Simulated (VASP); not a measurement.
Write the native input for VASP 6.6.1 that does the following.

- Task: single point
- Functional: LDA
- Potentials or basis: VASP PAW LDA potentials, release 64 (Si, O)
- Cutoff: 520 eV
- k mesh: 6 × 6 × 10
- Occupations: gaussian, width 0.05 eV
- Spin: no spin polarisation
- Dipole correction: no
- Further INCAR settings: ALGO = Normal; EDIFF = 1e-06; NBANDS = 25

The structure of SiO2 lies in POSCAR:

```
SiO2
1.0
    4.4970872818      0.0000000000      0.0000000000
    0.0000000000      4.4970872818      0.0000000000
    0.0000000000      0.0000000000      2.4900372279
Si O
2 4
Direct
    0.5000000000      0.5000000000      0.5000000000
    0.0000000000      0.0000000000      0.0000000000
    0.6944252994      0.6944252994      0.0000000000
    0.1944252994      0.8055747006      0.5000000000
    0.3055747006      0.3055747006      0.0000000000
    0.8055747006      0.1944252994      0.5000000000
```

This cell differs from its parent crystal: volume 8.393 Å^3 an atom, c/a of the conventional cell 0.5537.

The input as run:

INCAR

```
  PREC = Accurate
  ENCUT = 520
  EDIFF = 1E-6
  ISMEAR = 0
  SIGMA = 0.05
  LREAL = F
  LASPH = T
  NELM = 60
  ALGO = Normal
  ISIF = 2
  LWAVE = F
  LCHARG = F
  GGA = CA
  NBANDS = 25
```

KPOINTS

```
Automatic mesh
0
Gamma
  6 6 10
```

Potentials or basis: VASP PAW LDA potentials, release 64 (Si, O).

Launch:

```sh
$ cat potpaw_LDA.64/Si/POTCAR potpaw_LDA.64/O/POTCAR > POTCAR
$ mpirun -np 1 vasp_std > vasp.out
```

It gave:

```yaml
Pressure: -15.1 GPa
Largest_force: 1.813 eV/Å
Band_gap_on_the_k_mesh: 4.41 eV, direct
```

Caveat: forces of over 1 eV/Å act on the atoms, so gaps and moduli don't describe the material at rest.

Wall time 110 s on 1 thread of AMD EPYC 7R13 Processor (Zen 3), on a shared host, peak memory 0.14 GiB.
